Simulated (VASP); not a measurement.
**SnSe: relaxation of the atoms with PBE**

Crystal: SnSe.

```
CELL_PARAMETERS angstrom
0.00000 3.01000 3.04010
3.01000 0.00000 3.04010
3.01000 3.01000 0.00000
ATOMIC_POSITIONS crystal
Sn 0.00000 0.00000 0.00000
Se 0.50000 0.50000 0.50000
```

This cell differs from its parent crystal: z stretched by +1 %.

```yaml
Program: VASP 6.6.1
Task: relaxation of the atoms
Functional: PBE
Potentials_or_basis: VASP PAW PBE potentials, release 64 (Sn_d, Se)
Cutoff: 450 eV
k_mesh: 13 × 13 × 13
Occupations: fermi-dirac, width 0.02 eV
Spin: no spin polarisation
Dipole_correction: no
Further_INCAR_settings: ALGO = Normal; EDIFF = 1e-07; IBRION = 2; EDIFFG = -0.02; NSW = 80
```

```
Pressure after relaxing : 0.6 GPa
Band gap on the k mesh  : 0.41 eV (least direct gap 0.45 eV)
```

Stress tensor (GPa, compression positive):
```
 0.98  0.00  0.00
 0.00  0.98  0.00
 0.00  0.00 -0.17
```

Final structure:
```
Sn Se
1.0
     0.00000    3.01000    3.04010
     3.01000    0.00000    3.04010
     3.01000    3.01000    0.00000
Sn Se
1 1
Cartesian
  0.0000 0.0000 0.0000
  3.0100 3.0100 3.0401
```

Levels at points of the mesh, in eV from the valence-band top:
```tsv
k point	band 7	band 8	band 9	band 10	band 11	band 12	band 13	band 14
(0.00, 0.00, 0.00)	-5.09	-2.18	-2.18	-2.09	4.13	4.36	4.36	5.83
```

Wall time 120 s on 1 thread of Oxide Virtual Turin-like Processor, with other jobs on the host, peak memory 0.24 GiB.

Caveat: the cell differs from its parent crystal (z stretched by +1 %); semilocal functionals underestimate gaps, and a narrow one can read as zero; spin-orbit coupling is left out, which moves the levels of the heavy elements. A k mesh can miss the band edges.
